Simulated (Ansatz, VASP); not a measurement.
# MgS: VASP beside Ansatz

File INCAR:

```
  PREC = Accurate
  ENCUT = 520
  EDIFF = 1E-6
  ISMEAR = 0
  SIGMA = 0.02
  LREAL = False
  LASPH = True
  NELM = 100
  ALGO = Normal
  ISIF = 2
  LWAVE = False
  LCHARG = True
  GGA = PE
  LELF = True
  LVHAR = True
  NBANDS = 11
```

The input KPOINTS:

```
regular mesh
0
Gamma
  8 8 8
```

POSCAR

```
MgS
1.0
    0.0000000000      2.7656067961      2.7656067961
    2.7656067961      0.0000000000      2.7656067961
    2.7656067961      2.7656067961      0.0000000000
Mg S
1 1
Direct
    0.0000000000      0.0000000000      0.0000000000
    0.7500000000      0.7500000000      0.7500000000
```

Input for Ansatz:

```yaml
crystal:
  lattice:
    - [0.0, 2.7656067961, 2.7656067961]
    - [2.7656067961, 0.0, 2.7656067961]
    - [2.7656067961, 2.7656067961, 0.0]
  atoms:
    - { symbol: Mg, position: [0.0, 0.0, 0.0] }
    - { symbol: S, position: [0.75, 0.75, 0.75] }
basis:
  ecutwfc: 420
kpoints:
  mp_grid: { grid: [8, 8, 8] }
hamiltonian:
  xc: pbe
scf:
  occupations: { method: gaussian, width: 0.02 }
output:
  forces: true
  stress: true
  eigenvalues: true
```

Alike in both runs: task single point; functional PBE; k mesh 8 × 8 × 8; occupations gaussian, width 0.02 eV; no spin polarisation.

|  | VASP | Ansatz |
| --- | --- | --- |
| version | VASP 6.6.1 | Ansatz 0.2.0 |
| potentials or method | VASP PAW PBE potentials, release 64 (Mg, S), cutoff 520 eV | scalar-relativistic, plane waves, PAW |
| valence electrons in the cell | 8 | 16 |

|  | VASP | Ansatz | Ansatz less VASP |
| --- | --- | --- | --- |
| gap on the k mesh at the Fermi level (eV) | 3.82 | 3.82 | +0.003 |
| least direct gap on the mesh (eV) | 3.82 | 3.82 | +0.006 |
| pressure (GPa) | 5.7 | 5.9 | +0.14 |

VASP's potentials hold 8 valence electrons a cell and Ansatz's 16, so a difference there can come from the potentials and not from the codes.
